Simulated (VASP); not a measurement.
# KYSe2 (P4/mmm) in VASP: a series of runs

The runs below take KYSe2 through single point, with PBE, r2SCAN.

All numbers are computed with VASP 6.6.1; they aren't measurements. Logs are shortened: lines on timing, memory, paths and dates and some standing lists are left out, and cuts for length are marked.

## 1. The cell of the first run

It takes space group P4/mmm (No. 123, tetragonal). The conventional cell has a = 4.320 Å, b = 4.320 Å, c = 5.868 Å, α = 90.00°, β = 90.00°, γ = 90.00°. Within 3.9 Å of K (site symmetry 4/mmm) lie 6 Se at 2.93 to 3.05 Å. Within 3.9 Å of Se (site symmetry 4/mmm) lie 2 K at 2.93 Å and 4 Y at 3.05 Å. Within 3.9 Å of Se (site symmetry 4/mmm) lie 2 Y at 2.93 Å and 4 K at 3.05 Å. Within 3.9 Å of Y (site symmetry 4/mmm) lie 6 Se at 2.93 to 3.05 Å.

## 2. Single point, PBE

Input file INCAR:

```
ALGO = Normal
EDIFF = 1E-6
ENCUT = 520
GGA = PE
ISIF = 2
ISMEAR = 0
LASPH = True
LCHARG = False
LREAL = False
LWAVE = False
NBANDS = 24
NELM = 60
PREC = Accurate
SIGMA = 0.01
```

Input file KPOINTS:

```
k-points
0
Gamma
  4 4 4
```

Input file POSCAR:

```
KYSe2
1.0
    4.3197464662      0.0000000000      0.0000000000
    0.0000000000      4.3197464662      0.0000000000
    0.0000000000      0.0000000000      5.8682760692
K Se Y
1 2 1
Direct
    0.0000000000      0.0000000000      0.0000000000
    0.0000000000      0.0000000000      0.5000000000
    0.5000000000      0.5000000000      0.0000000000
    0.5000000000      0.5000000000      0.5000000000
```

Potentials or basis: VASP PAW PBE potentials, release 64 (K_sv, Se, Y_sv).

Command:

```
> cat potpaw_PBE.64/K_sv/POTCAR potpaw_PBE.64/Se/POTCAR potpaw_PBE.64/Y_sv/POTCAR > POTCAR
> mpirun -np 1 vasp_std > vasp.out
```

OUTCAR:

```text
EDIFF = 1E-6
   ENCUT = 520
   GGA = PE
   ISIF = 2
   ISMEAR = 0
   LASPH = True
   LREAL = False
   NELM = 60
   PREC = Accurate

 ion  position               nearest neighbor table
   1  0.000  0.000  0.000-   2 2.93   2 2.93   3 3.05   3 3.05   3 3.05   3 3.05
   2  0.000  0.000  0.500-   1 2.93   1 2.93   4 3.05   4 3.05   4 3.05   4 3.05
   3  0.500  0.500  0.000-   4 2.93   4 2.93   1 3.05   1 3.05   1 3.05   1 3.05
   4  0.500  0.500  0.500-   3 2.93   3 2.93   2 3.05   2 3.05   2 3.05   2 3.05

  LATTYP: Found a simple tetragonal cell.
 ALAT       =     4.3197464662
 C/A-ratio  =     1.3584769651

  Lattice vectors:

 A1 = (   4.3197464662,   0.0000000000,   0.0000000000)
 A2 = (   0.0000000000,   4.3197464662,   0.0000000000)
 A3 = (   0.0000000000,   0.0000000000,   5.8682760692)

Analysis of symmetry for initial positions (statically):
=====================================================================
 Subroutine PRICEL returns:
 Original cell was already a primitive cell.

 Routine SETGRP: Setting up the symmetry group for a
 simple tetragonal supercell.

 Subroutine GETGRP returns: Found 16 space group operations
 (whereof 16 operations were pure point group operations)
 out of a pool of 16 trial point group operations.

The static configuration has the point symmetry D_4h.

Analysis of symmetry for dynamics (positions and initial velocities):
=====================================================================
 Subroutine PRICEL returns:
 Original cell was already a primitive cell.

 Routine SETGRP: Setting up the symmetry group for a
 simple tetragonal supercell.

 Subroutine GETGRP returns: Found 16 space group operations
 (whereof 16 operations were pure point group operations)
 out of a pool of 16 trial point group operations.

The dynamic configuration has the point symmetry D_4h.

 Subroutine INISYM returns: Found 16 space group operations
 (whereof 16 operations are pure point group operations),
 and found     1 'primitive' translations

----------------------------------------------------------------------------------------

                                     Primitive cell
[... 81 lines left out ...]
   ICHARG =      2    charge: 1-file 2-atom 10-const
   ISPIN  =      1    spin polarized calculation?
   LNONCOLLINEAR =      F non collinear calculations
   LSORBIT =      F    spin-orbit coupling
   LASPH  =      T    aspherical Exc in radial PAW
   ENCUT  =  520.0 eV  38.22 Ry    6.18 a.u.   8.03  8.03 10.91*2*pi/ulx,y,z
   NELM   =     60;   NELMIN=  2; NELMDL= -5     # of ELM steps
   EDIFF  = 0.1E-05   stopping-criterion for ELM
   LREAL  =      F    real-space projection
   EDIFFG = 0.1E-04   stopping-criterion for IOM
   NSW    =      0    number of steps for IOM
   IBRION =     -1    ionic relax: 0-MD 1-quasi-New 2-CG
   NFREE  =      0    steps in history (QN), initial steepest desc. (CG)
   ISIF   =      2    stress and relaxation
   ISYM   =      2    0-nonsym 1-usesym 2-fastsym
   POTIM  = 0.5000    time-step for ionic-motion
   TEBEG  =    0.0;   TEEND  =   0.0 temperature during run
   PSTRESS=    0.0 pullay stress
   NELECT =      32.0000    total number of electrons
   NUPDOWN=      -1.0000    fix difference up-down
   EMIN   =  10.00;   EMAX   =-10.00  energy-range for DOS
   EFERMI =   0.00;   METHOD = LEGACY
   ISMEAR =     0;   SIGMA  =   0.01  broadening in eV -4-tet -1-fermi 0-gaus
   EFERMI_NEDOS =   21; number of points for ismear=-14 and -15
   IALGO  =     38    algorithm
   IMIX   =      4    mixing-type and parameters
     AMIX     =   0.40;   BMIX     =  1.00
     AMIX_MAG =   1.60;   BMIX_MAG =  1.00
  volume/ion in A,a.u.               =      27.38       184.74
  Fermi-wavevector in a.u.,A,eV,Ry     =   1.086382  2.052964 16.057941  1.180225
  Thomas-Fermi vector in A             =   2.222517
   LORBIT       =      0    0 simple, 1 ext, 2 COOP (PROOUT), +10 PAW based schemes
   GGA     = PE    functional components
   LHFCALC =     F    Hartree Fock is set to
   AEXX    =    0.0000 exact exchange contribution
   IVDW    =     0    specifies the selected vdW correction
   LEPSILON=     F    determine dielectric tensor
   LRPA    =     F    only Hartree local field effects (RPA)
 non-spin polarized calculation
 Gauss-broadening in eV      SIGMA  =   0.01
  energy-cutoff  :      520.00
  volume of cell :      109.50
 maximum number of plane-waves:      2976
   NGX = 17   NGY = 17   NGZ = 21

 number of electron      32.0000004 magnetization

 Free energy of the ion-electron system (eV)
  ---------------------------------------------------
  ext. energy  EPLUGINS =         0.00000000
  ---------------------------------------------------
  free energy    TOTEN  =       -20.27564019 eV

  energy without entropy =      -20.27564019  energy(sigma->0) =      -20.27564019

 E-fermi :   2.2980     XC(G=0):  -9.0821

 val. band max:        2.2169006447   @ k =   0.0000   0.0000   0.0000
 cond. band min:       2.4048757658   @ k =   0.0000   0.0000   0.0000
 fundamental gap:      0.1879751211
 Fermi energy:         2.2979793503

 k-point     1 :       0.0000    0.0000    0.0000
  band No.  band energies     occupation
      1     -41.2581      2.00000
      2     -26.1513      2.00000
      3     -21.2105      2.00000
      4     -21.2105      2.00000
      5     -21.0732      2.00000
      6     -10.2838      2.00000
[... 475 lines left out ...]
     23       7.9884      0.00000
     24      10.0296      0.00000

------------------------ aborting loop because EDIFF is reached ----------------------------------------

  FORCE on cell =-STRESS in cart. coord.  units (eV):
  Direction    XX          YY          ZZ          XY          YZ          ZX
  --------------------------------------------------------------------------------------
  -------------------------------------------------------------------------------------
  Total        0.5152801      0.5152801      0.5191582      0.0000000      0.0000000      0.0000000
  in kB        7.5392285      7.5392285      7.5959699      0.0000000      0.0000000      0.0000000
  external PRESSURE =       7.5581423 kB  Pullay stress =       0.0000000 kB

 VOLUME and BASIS-vectors are now :
 -----------------------------------------------------------------------------
  energy-cutoff  :      520.00
  volume of cell :      109.50
      direct lattice vectors                 reciprocal lattice vectors
     4.319746466  0.000000000  0.000000000     0.231495068  0.000000000  0.000000000
     0.000000000  4.319746466  0.000000000     0.000000000  0.231495068  0.000000000
     0.000000000  0.000000000  5.868276069     0.000000000  0.000000000  0.170407797

 POSITION                                       TOTAL-FORCE (eV/Angst)
 -----------------------------------------------------------------------------------
      0.00000      0.00000      0.00000         0.000000      0.000000      0.000000
      0.00000      0.00000      2.93414         0.000000      0.000000      0.000000
      2.15987      2.15987      0.00000         0.000000      0.000000      0.000000
      2.15987      2.15987      2.93414         0.000000      0.000000      0.000000
 -----------------------------------------------------------------------------------
    total drift:                                0.000000     -0.000000     -0.000000

  FREE ENERGIE OF THE ION-ELECTRON SYSTEM (eV)
  ---------------------------------------------------
  free  energy   TOTEN  =       -20.2756401860 eV

  energy  without entropy=      -20.2756401860  energy(sigma->0) =      -20.27564019
```

OSZICAR:

```text
N       E                     dE             d eps       ncg     rms          rms(c)
DAV:   1     0.185654966400E+03    0.18565E+03   -0.14681E+04   864   0.123E+03
DAV:   2    -0.839412710861E+01   -0.19405E+03   -0.18229E+03  1064   0.293E+02
DAV:   3    -0.221386877391E+02   -0.13745E+02   -0.13618E+02  1432   0.605E+01
DAV:   4    -0.226795682794E+02   -0.54088E+00   -0.53881E+00  1216   0.101E+01
DAV:   5    -0.226880673347E+02   -0.84991E-02   -0.84986E-02  1232   0.123E+00    0.195E+01
DAV:   6    -0.205330983572E+02    0.21550E+01   -0.27899E+00   992   0.753E+00    0.160E+01
DAV:   7    -0.203360345073E+02    0.19706E+00   -0.15926E+00  1128   0.579E+00    0.937E+00
DAV:   8    -0.205618455281E+02   -0.22581E+00   -0.18543E+00   960   0.585E+00    0.304E+00
DAV:   9    -0.202736746990E+02    0.28817E+00   -0.49671E-01   920   0.364E+00    0.794E-01
DAV:  10    -0.202757673767E+02   -0.20927E-02   -0.49977E-02  1152   0.101E+00    0.874E-01
DAV:  11    -0.202760090491E+02   -0.24167E-03   -0.32472E-03  1256   0.335E-01    0.159E-01
DAV:  12    -0.202756282049E+02    0.38084E-03   -0.78801E-04  1128   0.154E-01    0.152E-01
DAV:  13    -0.202756392745E+02   -0.11070E-04   -0.24065E-04  1088   0.746E-02    0.347E-02
DAV:  14    -0.202756400971E+02   -0.82267E-06   -0.13577E-05  1288   0.185E-02    0.158E-02
DAV:  15    -0.202756401860E+02   -0.88908E-07   -0.45459E-06  1104   0.146E-02
   1 F= -.20275640E+02 E0= -.20275640E+02  d E =-.497523E-32
```

Wall time 45 s (1 thread of Intel Xeon Platinum 8259CL at 2.50GHz (Skylake/Cascade Lake), shared host); peak memory 0.25 GiB.

What came out:

- Free energy: -20.2756 eV
- Pressure: 0.8 GPa
- Band gap on the k mesh: 0.19 eV

Levels at points of the mesh, in eV from the valence-band top:
```tsv
k point	band 13	band 14	band 15	band 16	band 17	band 18	band 19	band 20
(0.00, 0.00, 0.00)	-1.81	-0.41	0.00	0.00	0.19	1.88	1.90	2.07
(0.50, 0.00, 0.00)	-1.76	-1.70	-1.59	-0.60	2.39	2.69	2.77	3.14
(0.50, 0.50, 0.00)	-1.21	-1.02	-0.65	-0.65	0.88	0.88	2.74	3.02
(0.00, 0.00, 0.50)	-1.81	-1.81	-0.49	-0.49	0.27	1.90	2.05	3.27
(0.50, 0.00, 0.50)	-2.79	-2.41	-0.94	-0.87	2.81	3.35	3.40	3.70
(0.50, 0.50, 0.50)	-2.59	-1.81	-1.42	-1.42	2.65	2.65	2.83	3.05
```

A k mesh can miss the band edges.

(Continued in part 2 of 2.)
